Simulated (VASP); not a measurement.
# Zr2N (P4_2/mnm) in VASP: further runs

The runs below take Zr2N through single point, with PBEsol.

Program: VASP 6.6.1. These are calculated values, not measurements. Logs are shortened: lines on timing, memory, paths and dates and some standing lists are left out, and cuts for length are marked.

### Step 1. The cell of the first run

It takes space group P4_2/mnm (No. 136, tetragonal). Conventional cell: a = 5.413 Å, b = 5.413 Å, c = 3.308 Å, α = 90.00°, β = 90.00°, γ = 90.00°. Within 3.0 Å of Zr (site symmetry m2m) lie 3 N at 2.27 Å. N (site symmetry mmm) has 6 Zr at 2.27 Å within 3.0 Å.

### Step 2. Single point, PBEsol

The input, INCAR:

```
SYSTEM = Zr2N
ALGO = Normal
EDIFF = 1E-7
ENCUT = 520
GGA = PS
ISIF = 2
ISMEAR = 0
LASPH = .True.
LCHARG = .False.
LREAL = .False.
LWAVE = .False.
NBANDS = 38
NELM = 100
PREC = Accurate
SIGMA = 0.1
```

The input, KPOINTS:

```
k-points
0
Gamma
  1 1 1
  0 0 0
```

The input, POSCAR:

```
Zr2N
1.0
    5.4130027300      0.0000000000      0.0000000000
    0.0000000000      5.4130027300      0.0000000000
    0.0000000000      0.0000000000      3.3077891900
Zr N
4 2
Direct
    0.2961254600      0.2961254600      0.0000000000
    0.7038745400      0.7038745400      0.0000000000
    0.7961254600      0.2038745400      0.5000000000
    0.2038745400      0.7961254600      0.5000000000
    0.0000000000      0.0000000000      0.0000000000
    0.5000000000      0.5000000000      0.5000000000
```

Potentials or basis: VASP PAW PBE potentials, release 64 (Zr_sv, N).

On the command line:

```console
> cat potpaw_PBE.64/Zr_sv/POTCAR potpaw_PBE.64/N/POTCAR > POTCAR
> mpirun -np 1 vasp_gam > vasp.out
```

OUTCAR:

```text
SYSTEM = Zr2N
   EDIFF = 1E-7
   ENCUT = 520
   GGA = PS
   ISIF = 2
   ISMEAR = 0
   LASPH = .True.
   LREAL = .False.
   NELM = 100
   PREC = Accurate

 ion  position               nearest neighbor table
   1  0.296  0.296  0.000-   5 2.27   6 2.27   6 2.27   2 3.12   4 3.21   3 3.21   4 3.21   3 3.21
                             4 3.21   4 3.21   3 3.21   3 3.21   2 3.89   2 3.89
   2  0.704  0.704  0.000-   5 2.27   6 2.27   6 2.27   1 3.12   4 3.21   3 3.21   4 3.21   3 3.21
                             3 3.21   3 3.21   4 3.21   4 3.21   1 3.89   1 3.89
   3  0.796  0.204  0.500-   6 2.27   5 2.27   5 2.27   4 3.12   1 3.21   1 3.21   2 3.21   2 3.21
                             2 3.21   2 3.21   1 3.21   1 3.21   4 3.89   4 3.89
   4  0.204  0.796  0.500-   6 2.27   5 2.27   5 2.27   3 3.12   1 3.21   1 3.21   2 3.21   2 3.21
                             1 3.21   1 3.21   2 3.21   2 3.21   3 3.89   3 3.89
   5  0.000  0.000  0.000-   1 2.27   2 2.27   3 2.27   4 2.27   3 2.27   4 2.27
   6  0.500  0.500  0.500-   3 2.27   4 2.27   1 2.27   2 2.27   1 2.27   2 2.27

  LATTYP: Found a simple tetragonal cell.
 ALAT       =     5.4130027300
 C/A-ratio  =     0.6110821211

  Lattice vectors:

 A1 = (   5.4130027300,   0.0000000000,   0.0000000000)
 A2 = (   0.0000000000,   5.4130027300,   0.0000000000)
 A3 = (   0.0000000000,   0.0000000000,   3.3077891900)

Analysis of symmetry for initial positions (statically):
=====================================================================
 Subroutine PRICEL returns:
 Original cell was already a primitive cell.

 Routine SETGRP: Setting up the symmetry group for a
 simple tetragonal supercell.

 Subroutine GETGRP returns: Found 16 space group operations
 (whereof  8 operations were pure point group operations)
 out of a pool of 16 trial point group operations.

The static configuration has the point symmetry D_2h.
 The point group associated with its full space group is D_4h.

Analysis of symmetry for dynamics (positions and initial velocities):
=====================================================================
 Subroutine PRICEL returns:
 Original cell was already a primitive cell.

 Routine SETGRP: Setting up the symmetry group for a
 simple tetragonal supercell.

 Subroutine GETGRP returns: Found 16 space group operations
 (whereof  8 operations were pure point group operations)
 out of a pool of 16 trial point group operations.

The dynamic configuration has the point symmetry D_2h.
 The point group associated with its full space group is D_4h.

 Subroutine INISYM returns: Found 16 space group operations
 (whereof  8 operations are pure point group operations),
 and found     1 'primitive' translations

----------------------------------------------------------------------------------------

                                     Primitive cell

  volume of cell :      96.9202

  direct lattice vectors                    reciprocal lattice vectors
     5.413002730  0.000000000  0.000000000     0.184740347  0.000000000  0.000000000
     0.000000000  5.413002730  0.000000000     0.000000000  0.184740347  0.000000000
     0.000000000  0.000000000  3.307789190     0.000000000  0.000000000  0.302316727

  length of vectors
     5.413002730  5.413002730  3.307789190     0.184740347  0.184740347  0.302316727

  position of ions in fractional coordinates (direct lattice)
     0.296125460  0.296125460  0.000000000
     0.703874540  0.703874540  0.000000000
     0.796125460  0.203874540  0.500000000
     0.203874540  0.796125460  0.500000000
     0.000000000  0.000000000  0.000000000
     0.500000000  0.500000000  0.500000000

  ion indices of the primitive-cell ions
   primitive index   ion index
                 1           1
                 2           2
                 3           3
                 4           4
                 5           5
                 6           6

----------------------------------------------------------------------------------------

 KPOINTS: k-points

Automatic generation of k-mesh.
 Grid dimensions read from file:
 generate k-points for:    1    1    1

 Generating k-lattice:

  Cartesian coordinates                     Fractional coordinates (reciprocal lattice)
     0.184740347  0.000000000  0.000000000     1.000000000  0.000000000  0.000000000
     0.000000000  0.184740347  0.000000000     0.000000000  1.000000000  0.000000000
     0.000000000  0.000000000  0.302316727     0.000000000  0.000000000  1.000000000

  Length of vectors
     0.184740347  0.184740347  0.302316727

  Shift w.r.t. Gamma in fractional coordinates (k-lattice)
     0.000000000  0.000000000  0.000000000

 Subroutine IBZKPT returns following result:
 ===========================================

 Found      1 irreducible k-points:

 Following reciprocal coordinates:
            Coordinates               Weight
  0.000000  0.000000  0.000000      1.000000
   k-points           NKPTS =      1   k-points in BZ     NKDIM =      1   number of bands    NBANDS=     38
   number of dos      NEDOS =    301   number of ions     NIONS =      6
   total plane-waves  NPLWV =  44800
   dimension x,y,z NGX =    40 NGY =   40 NGZ =   28
   dimension x,y,z NGXF=    80 NGYF=   80 NGZF=   56
   ions per type =               4   2
   NGX,Y,Z   is equivalent  to a cutoff of  12.28, 12.28, 14.07 a.u.
   NGXF,Y,Z  is equivalent  to a cutoff of  24.57, 24.57, 28.14 a.u.
 SYSTEM =  Zr2N
   PREC   = accura    normal or accurate (medium, high low for compatibility)
   ISTART =      0    job   : 0-new  1-cont  2-samecut
   ICHARG =      2    charge: 1-file 2-atom 10-const
   ISPIN  =      1    spin polarized calculation?
   LNONCOLLINEAR =      F non collinear calculations
   LSORBIT =      F    spin-orbit coupling
   LASPH  =      T    aspherical Exc in radial PAW
   ENCUT  =  520.0 eV  38.22 Ry    6.18 a.u.  10.06 10.06  6.15*2*pi/ulx,y,z
   NELM   =    100;   NELMIN=  2; NELMDL= -5     # of ELM steps
   EDIFF  = 0.1E-06   stopping-criterion for ELM
   LREAL  =      F    real-space projection
   EDIFFG = 0.1E-05   stopping-criterion for IOM
   NSW    =      0    number of steps for IOM
   IBRION =     -1    ionic relax: 0-MD 1-quasi-New 2-CG
   NFREE  =      0    steps in history (QN), initial steepest desc. (CG)
   ISIF   =      2    stress and relaxation
   ISYM   =      2    0-nonsym 1-usesym 2-fastsym
   POTIM  = 0.5000    time-step for ionic-motion
   TEBEG  =    0.0;   TEEND  =   0.0 temperature during run
   PSTRESS=    0.0 pullay stress
   NELECT =      58.0000    total number of electrons
   NUPDOWN=      -1.0000    fix difference up-down
   EMIN   =  10.00;   EMAX   =-10.00  energy-range for DOS
   EFERMI =   0.00;   METHOD = LEGACY
   ISMEAR =     0;   SIGMA  =   0.10  broadening in eV -4-tet -1-fermi 0-gaus
   EFERMI_NEDOS =   21; number of points for ismear=-14 and -15
   IALGO  =     38    algorithm
   IMIX   =      4    mixing-type and parameters
     AMIX     =   0.40;   BMIX     =  1.00
     AMIX_MAG =   1.60;   BMIX_MAG =  1.00
  volume/ion in A,a.u.               =      16.15       109.01
  Fermi-wavevector in a.u.,A,eV,Ry     =   1.379577  2.607023 25.895066  1.903234
  Thomas-Fermi vector in A             =   2.504534
   LORBIT       =      0    0 simple, 1 ext, 2 COOP (PROOUT), +10 PAW based schemes
   GGA     = PS    functional components
   LHFCALC =     F    Hartree Fock is set to
   AEXX    =    0.0000 exact exchange contribution
   IVDW    =     0    specifies the selected vdW correction
   LEPSILON=     F    determine dielectric tensor
   LRPA    =     F    only Hartree local field effects (RPA)
 non-spin polarized calculation
 Gauss-broadening in eV      SIGMA  =   0.10
  energy-cutoff  :      520.00
  volume of cell :       96.92
 maximum number of plane-waves:      1309
   NGX = 21   NGY = 21   NGZ = 13

 number of electron      58.0000002 magnetization

 Free energy of the ion-electron system (eV)
  ---------------------------------------------------
  ext. energy  EPLUGINS =         0.00000000
  ---------------------------------------------------
  free energy    TOTEN  =       -57.69805722 eV

  energy without entropy =      -57.58707260  energy(sigma->0) =      -57.64256491

 E-fermi :  10.4703     XC(G=0): -11.8060

 val. band max:       10.4293581420   @ k =   0.0000   0.0000   0.0000
 cond. band min:      10.5466285243   @ k =   0.0000   0.0000   0.0000
 fundamental gap:      0.1172703823
 Fermi energy:        10.4703423321

 k-point     1 :       0.0000    0.0000    0.0000
  band No.  band energies     occupation
      1     -38.9444      2.00000
      2     -38.8016      2.00000
      3     -38.8016      2.00000
      4     -38.7445      2.00000
      5     -17.9667      2.00000
      6     -17.2044      2.00000
[... 30 lines left out ...]
     37      12.4603      0.00000
     38      12.4603      0.00000

------------------------ aborting loop because EDIFF is reached ----------------------------------------

  FORCE on cell =-STRESS in cart. coord.  units (eV):
  Direction    XX          YY          ZZ          XY          YZ          ZX
  --------------------------------------------------------------------------------------
  -------------------------------------------------------------------------------------
  Total       -1.8629605     -1.8629605     13.7313143     -0.0000000      0.0000000      0.0000000
  in kB      -30.7963965    -30.7963965    226.9908615     -0.0000000      0.0000000      0.0000000
  external PRESSURE =      55.1326895 kB  Pullay stress =       0.0000000 kB

 VOLUME and BASIS-vectors are now :
 -----------------------------------------------------------------------------
  energy-cutoff  :      520.00
  volume of cell :       96.92
      direct lattice vectors                 reciprocal lattice vectors
     5.413002730  0.000000000  0.000000000     0.184740347  0.000000000  0.000000000
     0.000000000  5.413002730  0.000000000     0.000000000  0.184740347  0.000000000
     0.000000000  0.000000000  3.307789190     0.000000000  0.000000000  0.302316727

 POSITION                                       TOTAL-FORCE (eV/Angst)
 -----------------------------------------------------------------------------------
      1.60293      1.60293      0.00000        -0.080274     -0.080274      0.000000
      3.81007      3.81007      0.00000         0.080274      0.080274     -0.000000
      4.30943      1.10357      1.65389        -0.080274      0.080274     -0.000000
      1.10357      4.30943      1.65389         0.080274     -0.080274      0.000000
      0.00000      0.00000      0.00000        -0.000000      0.000000     -0.000000
      2.70650      2.70650      1.65389        -0.000000      0.000000     -0.000000
 -----------------------------------------------------------------------------------
    total drift:                                0.000000     -0.000000     -0.000000

  FREE ENERGIE OF THE ION-ELECTRON SYSTEM (eV)
  ---------------------------------------------------
  free  energy   TOTEN  =       -57.6980572243 eV

  energy  without entropy=      -57.5870725959  energy(sigma->0) =      -57.64256491
```

Wall time 7 s (1 thread of Intel Xeon 6975P-C (Granite Rapids), shared host); peak memory 0.19 GiB.

What came out:

- Free energy: -57.6981 eV
- Pressure: 5.5 GPa
- Largest force: 0.114 eV/Å

Forces in eV/Å, atoms in the order of the input:
```
Zr  -0.080 -0.080  0.000
Zr   0.080  0.080  0.000
Zr  -0.080  0.080  0.000
Zr   0.080 -0.080  0.000
N    0.000  0.000  0.000
N    0.000  0.000  0.000
```

Caveat: the k points lie up to 1.90 Å⁻¹ apart; the PAW data sets were made with another functional, which shifts forces and pressure a little.

### Step 3. Single point, PBEsol

The input, INCAR:

```
SYSTEM = Zr2N
PREC = Accurate
ENCUT = 520
EDIFF = 1E-6
ISMEAR = 0
SIGMA = 0.1
LREAL = .False.
LASPH = .True.
NELM = 80
ALGO = Normal
ISIF = 2
LWAVE = .False.
LCHARG = .False.
GGA = PS
NBANDS = 38
```

The input, KPOINTS:

```
Automatic mesh
0
Gamma
  1 1 2
  0 0 0
```

POSCAR is that of step 2.

Potentials or basis: VASP PAW PBE potentials, release 64 (Zr_sv, N).

On the command line:

```console
> cat potpaw_PBE.64/Zr_sv/POTCAR potpaw_PBE.64/N/POTCAR > POTCAR
> mpirun -np 1 vasp_std > vasp.out
```

OUTCAR:

```text
SYSTEM = Zr2N
   PREC = Accurate
   ENCUT = 520
   EDIFF = 1E-6
   ISMEAR = 0
   LREAL = .False.
   LASPH = .True.
   NELM = 80
   ISIF = 2
   GGA = PS

 ion  position               nearest neighbor table
   1  0.296  0.296  0.000-   5 2.27   6 2.27   6 2.27   2 3.12   4 3.21   3 3.21   4 3.21   3 3.21
                             4 3.21   4 3.21   3 3.21   3 3.21   2 3.89   2 3.89
   2  0.704  0.704  0.000-   5 2.27   6 2.27   6 2.27   1 3.12   4 3.21   3 3.21   4 3.21   3 3.21
                             3 3.21   3 3.21   4 3.21   4 3.21   1 3.89   1 3.89
   3  0.796  0.204  0.500-   6 2.27   5 2.27   5 2.27   4 3.12   1 3.21   1 3.21   2 3.21   2 3.21
                             2 3.21   2 3.21   1 3.21   1 3.21   4 3.89   4 3.89
[... 271 lines left out ...]
  Total        1.5789972      1.5789972     -6.2247805     -0.0000000      0.0000000      0.0000000
  in kB       26.1022307     26.1022307   -102.9011691     -0.0000000      0.0000000      0.0000000
  external PRESSURE =     -16.8989026 kB  Pullay stress =       0.0000000 kB

 VOLUME and BASIS-vectors are now :
 -----------------------------------------------------------------------------
  energy-cutoff  :      520.00
  volume of cell :       96.92
      direct lattice vectors                 reciprocal lattice vectors
     5.413002730  0.000000000  0.000000000     0.184740347  0.000000000  0.000000000
     0.000000000  5.413002730  0.000000000     0.000000000  0.184740347  0.000000000
     0.000000000  0.000000000  3.307789190     0.000000000  0.000000000  0.302316727

 POSITION                                       TOTAL-FORCE (eV/Angst)
 -----------------------------------------------------------------------------------
      1.60293      1.60293      0.00000         0.775231      0.775231     -0.000000
      3.81007      3.81007      0.00000        -0.775231     -0.775231      0.000000
      4.30943      1.10357      1.65389         0.775231     -0.775231      0.000000
      1.10357      4.30943      1.65389        -0.775231      0.775231      0.000000
      0.00000      0.00000      0.00000         0.000000      0.000000      0.000000
      2.70650      2.70650      1.65389         0.000000      0.000000      0.000000
 -----------------------------------------------------------------------------------
    total drift:                                0.000000     -0.000000     -0.000000

  FREE ENERGIE OF THE ION-ELECTRON SYSTEM (eV)
  ---------------------------------------------------
  free  energy   TOTEN  =       -61.5124308448 eV

  energy  without entropy=      -61.4862374731  energy(sigma->0) =      -61.49933416
```

Run time: 7 s. Hardware: 1 thread of Intel Xeon 6975P-C (Granite Rapids), shared host; peak memory 0.19 GiB.

Results:

| Quantity | Value |
| --- | --- |
| Free energy | -61.5124 eV |
| Pressure | -1.7 GPa |
| Largest force | 1.096 eV/Å |
| Band gap on the k mesh | zero (bands 29 and 30 overlap by 1.80 eV) |

Forces on the atoms (eV/Å):
```
Zr   0.775  0.775  0.000
Zr  -0.775 -0.775  0.000
Zr   0.775 -0.775  0.000
Zr  -0.775  0.775  0.000
N    0.000  0.000  0.000
N    0.000  0.000  0.000
```

Stress tensor (GPa, compression positive):
```
  2.61   0.00   0.00
  0.00   2.61   0.00
  0.00   0.00 -10.29
```

Caveat: the k points lie up to 1.16 Å⁻¹ apart, too coarse for converged energies and pressures of a metal; the PAW data sets were made with another functional, which shifts forces and pressure a little.

### Step 4. Single point, PBEsol

The input, INCAR:

```
  ALGO = Normal
  EDIFF = 1E-6
  ENCUT = 520
  GGA = PS
  ISIF = 2
  ISMEAR = 0
  LASPH = True
  LCHARG = True
  LELF = True
  LREAL = False
  LVHAR = True
  LWAVE = False
  NBANDS = 38
  NELM = 100
  PREC = Accurate
  SIGMA = 0.1
```

The input, KPOINTS:

```
k-points
0
Gamma
  2 2 4
```

POSCAR is that of step 3.

On the command line:

```console
> cat potpaw_PBE.64/Zr_sv/POTCAR potpaw_PBE.64/N/POTCAR > POTCAR
> mpirun -np 1 vasp_std > vasp.out
```

It took 15 s on 1 thread of Intel Xeon 6975P-C (Granite Rapids), shared host; peak memory 0.2 GiB.

The run converged. Its results:

| Item | Value |
| --- | --- |
| Free energy | -61.9169 eV |
| Pressure | -5.2 GPa |
| Largest force | 0.197 eV/Å |
| Band gap on the k mesh | zero (bands 29 and 30 overlap by 2.52 eV) |

Forces on the atoms (eV/Å):
```
Zr  -0.139 -0.139  0.000
Zr   0.139  0.139  0.000
Zr  -0.139  0.139  0.000
Zr   0.139 -0.139  0.000
N    0.000  0.000  0.000
N    0.000  0.000  0.000
```

Stress tensor (GPa, compression positive):
```
-5.28  0.00  0.00
 0.00 -5.28  0.00
 0.00  0.00 -4.97
```

Levels at points of the mesh, in eV from the Fermi level:
```csv
k point,band 28,band 29,band 30,band 31,band 32,band 33
"(0.00, 0.00, 0.00)",0.62,0.78,1.07,1.07,1.32,1.41
"(0.50, 0.00, 0.00)",-0.91,1.46,1.46,1.52,1.52,1.77
"(0.50, 0.50, 0.00)",-1.03,0.97,0.97,1.37,1.37,1.63
"(0.00, 0.00, 0.50)",-1.07,-1.06,-1.06,1.96,1.96,3.11
"(0.50, 0.00, 0.50)",-0.83,-0.71,-0.71,1.55,1.55,3.36
"(0.50, 0.50, 0.50)",-0.84,-0.24,-0.24,1.19,1.19,2.67
```

Caveat: the k points lie up to 0.58 Å⁻¹ apart, too coarse for converged energies and pressures of a metal; the PAW data sets were made with another functional, which shifts forces and pressure a little.

(Part 1 of 2 ends here.)
